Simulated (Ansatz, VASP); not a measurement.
## In in VASP and in Ansatz

INCAR

```
SYSTEM = In
PREC = Accurate
ENCUT = 520
EDIFF = 1E-7
ISMEAR = -1
SIGMA = 0.05
LREAL = .FALSE.
LASPH = .TRUE.
NELM = 60
ALGO = Normal
ISIF = 2
LWAVE = .FALSE.
LCHARG = .TRUE.
GGA = CA
LELF = .TRUE.
LVHAR = .TRUE.
NBANDS = 20
```

File KPOINTS:

```
Automatic mesh
0
G
  12 12 12
  0 0 0
```

Contents of POSCAR:

```
In
1.0
    0.0000000000      2.9996910017      2.9996910017
    2.9996910017      0.0000000000      2.9996910017
    2.9996910017      2.9996910017      0.0000000000
In
2
Direct
   -0.1250000000     -0.1250000000     -0.1250000000
    0.1250000000      0.1250000000      0.1250000000
```

Input for Ansatz:

```yaml
crystal:
  lattice:
    - [0.0, 2.9996910017, 2.9996910017]
    - [2.9996910017, 0.0, 2.9996910017]
    - [2.9996910017, 2.9996910017, 0.0]
  atoms:
    - { symbol: In, position: [-0.125, -0.125, -0.125] }
    - { symbol: In, position: [0.125, 0.125, 0.125] }
kpoints:
  mp_grid: { grid: [12, 12, 12] }
scf:
  occupations: { method: fermi_dirac, width: 0.05 }
hamiltonian:
  xc: lda
  pseudopotentials: { kind: paw }
output:
  forces: true
  stress: true
  eigenvalues: true
  populations: true
```

Change from the starting cell: volume scaled by 0.8, PAW files.

Alike in both runs: task single point; functional LDA; k mesh 12 × 12 × 12; occupations fermi-dirac, width 0.05 eV; no spin polarisation.

```csv
,VASP,Ansatz
version,VASP 6.6.1,Ansatz 0.2.0
potentials or method,"VASP PAW LDA potentials, release 64 (In_d)","PAW with Ansatz's default frozen-core files, scalar-relativistic"
plane-wave cutoff (eV),520,420
valence electrons in the cell,26,26
```

Ansatz gave:

- pressure (GPa): 12.8

Which values does VASP return?

Pressure (GPa): 13.0.

LDA's correlation is that of Perdew and Zunger in VASP and of Perdew and Wang (1992) in Ansatz.
